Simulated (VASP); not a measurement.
Input of a VASP 6.6.1 run:

Contents of INCAR:

```
PREC = Accurate ; ENCUT = 600
EDIFF = 1E-7 ; ISMEAR = 0
SIGMA = 0.1 ; LREAL = F
LASPH = T ; NELM = 80
ALGO = Normal ; ISIF = 3
LWAVE = F ; LCHARG = F
GGA = PE ; IBRION = 2
NSW = 90 ; EDIFFG = -0.04
```

The input KPOINTS:

```
regular mesh
0
Gamma
  6 6 4
```

File POSCAR:

```
Li2H
1.0
    2.6611123800      0.0000000000      0.0000000000
    0.0000000000      2.6611123800      0.0000000000
    0.0000000000      0.0000000000      4.6531689800
Li H
2 1
Direct
    0.5000000000      0.5000000000      0.2147287200
    0.5000000000      0.5000000000      0.7852712800
    0.0000000000      0.0000000000      0.5000000000
```

Potentials or basis: VASP PAW PBE potentials, release 64 (Li_sv, H).

Run with:

```sh
$ cat potpaw_PBE.64/Li_sv/POTCAR potpaw_PBE.64/H/POTCAR > POTCAR
$ mpirun -np 1 vasp_std > vasp.out
```

(1) Estimate the relaxed cell.

(2) Predict the space group after relaxing (to 0.05 Å).

Answers

(1) a = 2.557 Å, b = 2.557 Å, c = 5.152 Å, α = 90.00°, β = 90.00°, γ = 90.00°.

(2) P4/mmm (No. 123).

Caveat: the k points lie up to 0.41 Å⁻¹ apart in the final cell.
